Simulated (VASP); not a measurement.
Wanted: the native input for a VASP 6.6.1 run.

```yaml
Task: single point
Functional: PBE
Potentials_or_basis: VASP PAW PBE potentials, release 64 (F)
Cutoff: 520 eV
k_mesh: 20 × 20 × 20
Occupations: fermi-dirac, width 0.08 eV
Spin: no spin polarisation
Dipole_correction: no
Further_INCAR_settings: ALGO = Normal; EDIFF = 1e-06; NBANDS = 10
```

The structure of F lies in POSCAR:

```
F
1.0
    0.0000000000      1.5154038394      1.5154038394
    1.5154038394      0.0000000000      1.5154038394
    1.5154038394      1.5154038394      0.0000000000
F
1
Direct
    0.0000000000      0.0000000000      0.0000000000
```

These files were run (other wordings do the same):

INCAR

```
SYSTEM = F
PREC = Accurate
ENCUT = 520
EDIFF = 1E-6
ISMEAR = -1
SIGMA = 0.08
LREAL = .FALSE.
LASPH = .TRUE.
NELM = 100
ALGO = Normal
ISIF = 2
LWAVE = .FALSE.
LCHARG = .FALSE.
GGA = PE
NBANDS = 10
```

KPOINTS

```
Automatic mesh
0
G
  20 20 20
  0 0 0
```

Potentials or basis: VASP PAW PBE potentials, release 64 (F).

Launch:

```sh
$ cat potpaw_PBE.64/F/POTCAR > POTCAR
$ mpirun -np 1 vasp_std > vasp.out
```

Results of the run:

| Property | Result |
| --- | --- |
| Pressure | 51.8 GPa |
| Band gap on the k mesh | zero (an odd number of electrons rules out a gap without spin polarisation) |

Caveat: the cell stands under pressure; an odd number of electrons without spin polarisation forces a metal; a magnetic or distorted state may lie lower.

Run time: 8.5 s on 1 thread of Intel Xeon 8259CL, on a shared host, peak memory 0.12 GiB.
